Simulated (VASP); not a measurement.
## SnTe: single point with PBE

Crystal: SnTe.

```
Te Sn
1.0
     0.00000    3.10827    3.10827
     3.10827    0.00000    3.10827
     3.10827    3.10827    0.00000
Te Sn
1 1
Direct
  0.50000 0.50000 0.50000
  0.00000 0.00000 0.00000
```

| Item | Value |
| --- | --- |
| Program | VASP 6.6.1 |
| Task | single point |
| Functional | PBE |
| Potentials or basis | VASP PAW PBE potentials, release 64 (Te, Sn_d) |
| Cutoff | 520 eV |
| k mesh | 7 × 7 × 7 |
| Occupations | fermi-dirac, width 0.05 eV |
| Spin | non-collinear spin, zero start, spin-orbit coupling |
| Starting moments | [[0.0, 0.0, 0.0], [0.0, 0.0, 0.0]] μB |

The pressure is 4.4 GPa. The net moment is 0.00 μB per cell and the valence electrons inside the program's atomic spheres are Te 3.40; Sn 12.13.

Moments on the atoms (μB; x, y, z):
```
Te  0.00 0.00 0.00
Sn  0.00 0.00 0.00
```

It took 57 s on 1 thread of Intel(R) Xeon(R) 6975P-C (Granite Rapids), on a shared host, peak memory 0.39 GiB.
